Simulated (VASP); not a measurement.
Crystal: GaN.

```
Ga N
1.0
     3.01968    0.00000    0.00000
     1.50984    2.61512    0.00000
     1.50984    0.87171    2.46556
Ga N
1 1
Direct
  0.00000 0.00000 0.00000
  0.50000 0.50000 0.50000
```

Program: VASP 6.6.1. Alike in all runs: task single point; level PBEsol; potentials or basis VASP PAW PBE potentials, release 64 (Ga_d, N); no spin polarisation; cell as given; cutoff (eV) 520; smearing fermi-dirac 0.05 eV.

**Question.** Order these runs on this cell by their band gap on the k mesh, lowest first.
A. k mesh 5 × 5 × 5
B. k mesh 7 × 7 × 7
C. k mesh 9 × 9 × 9
D. k mesh 3 × 3 × 3

**Answer.** C (0.57 eV), B (0.73 eV), A (1.05 eV), D (2.06 eV).

Caveats: some runs use coarse meshes.

A k mesh can miss the band edges.
